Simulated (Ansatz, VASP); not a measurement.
**MgB2: VASP beside Ansatz**

```
Mg B
1.0
    -1.42247    1.42247    3.93546
     1.42247   -1.42247    3.93546
     1.42247    1.42247   -3.93546
Mg B
1 2
Direct
  0.00000 0.00000 0.00000
  0.75000 0.25000 0.50000
  0.25000 0.75000 0.50000
```

Alike in both runs: functional PBE; k mesh 22 × 22 × 22; occupations gaussian, width 0.1 eV; no spin polarisation.

Ansatz relaxed the structure, and its values are those at the end. VASP's run is a single point on that final structure, the one shown.

|  | VASP | Ansatz |
| --- | --- | --- |
| version | VASP 6.6.1 | Ansatz 0.2.0 |
| potentials or method | VASP PAW PBE potentials, release 64 (Mg, B), cutoff 520 eV | scalar-relativistic, plane waves, PAW |
| valence electrons in the cell | 8 | 16 |

Ansatz gave:

- gap on the k mesh at the Fermi level (eV): none
- pressure (GPa): 0.0

Estimate VASP's values.

gap on the k mesh at the Fermi level (eV): none; pressure (GPa): -0.1.

A gap of «none» marks a metal or a gap that the smearing closes. The functional is the same, so the differences come from potentials, cutoffs and numerics. VASP's potentials hold 8 valence electrons a cell and Ansatz's 16, so a difference there can come from the potentials and not from the codes.
